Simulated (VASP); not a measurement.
Wanted: the native input for a VASP 6.6.1 run.

* Task: relaxation of cell and atoms
* Functional: LDA
* Potentials or basis: VASP PAW LDA potentials, release 64 (Hf_pv, O)
* Cutoff: 600 eV
* k mesh: 8 × 8 × 8
* Occupations: gaussian, width 0.02 eV
* Spin: no spin polarisation
* Dipole correction: no
* Further INCAR settings: ALGO = Normal; EDIFF = 1e-07; IBRION = 2; EDIFFG = -0.005; NSW = 100; ISIF = 3

The structure of HfO2 lies in POSCAR:

```
HfO2
1.0
    0.0000000000      2.5005395279      2.5005395279
    2.5005395279      0.0000000000      2.5005395279
    2.5005395279      2.5005395279      0.0000000000
Hf O
1 2
Direct
    0.0000000000      0.0000000000      0.0000000000
    0.2500000000      0.2500000000      0.2500000000
    0.7500000000      0.7500000000      0.7500000000
```

These files were run (other wordings do the same):

INCAR

```
  ALGO = Normal
  EDIFF = 1E-7
  EDIFFG = -0.005
  ENCUT = 600
  GGA = CA
  GGA_COMPAT = False
  IBRION = 2
  ISIF = 3
  ISMEAR = 0
  LASPH = True
  LCHARG = False
  LREAL = False
  LWAVE = False
  NELM = 120
  NELMIN = 4
  NSW = 100
  PREC = Accurate
  SIGMA = 0.02
```

KPOINTS

```
k-points
0
Gamma
  8 8 8
```

Potentials or basis: VASP PAW LDA potentials, release 64 (Hf_pv, O).

The run is started by

```sh
$ cat potpaw_LDA.64/Hf_pv/POTCAR potpaw_LDA.64/O/POTCAR > POTCAR
$ mpirun -np 1 vasp_std > vasp.out
```

Results of the run:

- Relaxed volume: 10.29 Å³/atom
- Relaxed cell: a = 3.522 Å, b = 3.522 Å, c = 3.522 Å, α = 60.00°, β = 60.00°, γ = 60.00°
- Space group after relaxing (to 0.1 Å): Fm-3m (No. 225)
- Energy gained by relaxing: 1.4 meV/atom
- Ionic steps: 3
- Pressure after relaxing: 0.0 GPa
- Band gap on the k mesh: 3.74 eV

Caveat: spin-orbit coupling is left out, which moves the levels of the heavy elements.

Run time: 30 s on 1 thread of Intel(R) Xeon(R) Platinum 8375C CPU @ 2.90GHz (Ice Lake), with other jobs on the host, peak memory 0.16 GiB.
